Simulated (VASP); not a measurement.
A run of VASP 6.6.1 is set up as follows.

File INCAR:

```
ALGO = Normal
EDIFF = 1E-6
ENCUT = 520
GGA = PS
ISIF = 2
ISMEAR = -1
ISPIN = 2
LASPH = True
LCHARG = False
LMAXMIX = 4
LORBIT = 11
LREAL = False
LWAVE = False
MAGMOM = 2.8 2.8 2.8 2.8 0 0 0 0
NBANDS = 68
NELM = 150
PREC = Accurate
SIGMA = 0.05
```

KPOINTS

```
k-points
0
Gamma
  5 5 5
```

POSCAR

```
MnGe
1.0
    4.7250030000      0.0000000000      0.0000000000
    0.0000000000      4.7250030000      0.0000000000
    0.0000000000      0.0000000000      4.7250030000
Mn Ge
4 4
Direct
    0.6371120000      0.1371120000      0.3628880000
    0.1371120000      0.3628880000      0.6371120000
    0.3628880000      0.6371120000      0.1371120000
    0.8628880000      0.8628880000      0.8628880000
    0.3423630000      0.8423630000      0.6576370000
    0.8423630000      0.6576370000      0.3423630000
    0.6576370000      0.3423630000      0.8423630000
    0.1576370000      0.1576370000      0.1576370000
```

Potentials or basis: VASP PAW PBE potentials, release 64 (Mn_pv, Ge_d).

Launch:

```bash
$ cat potpaw_PBE.64/Mn_pv/POTCAR potpaw_PBE.64/Ge_d/POTCAR > POTCAR
$ mpirun -np 1 vasp_std > vasp.out
```

**Question.** Estimate the net moment.

**Answer.** 7.85 μB per cell.

**Question.** Estimate the largest force.

**Answer.** 0.069 eV/Å.

**Question.** Estimate the site moments.

**Answer.** Mn +2.10; Ge -0.12 μB.

**Question.** What does it give for the pressure?

**Answer.** -3.8 GPa.

Forces in eV/Å, atoms in the order of the input:
```
Mn  -0.024 -0.024  0.024
Mn  -0.024  0.024 -0.024
Mn   0.024 -0.024 -0.024
Mn   0.024  0.024  0.024
Ge   0.040  0.040 -0.040
Ge   0.040 -0.040  0.040
Ge  -0.040  0.040  0.040
Ge  -0.040 -0.040 -0.040
```

Caveat: the PAW data sets were made with another functional, which shifts forces and pressure a little.
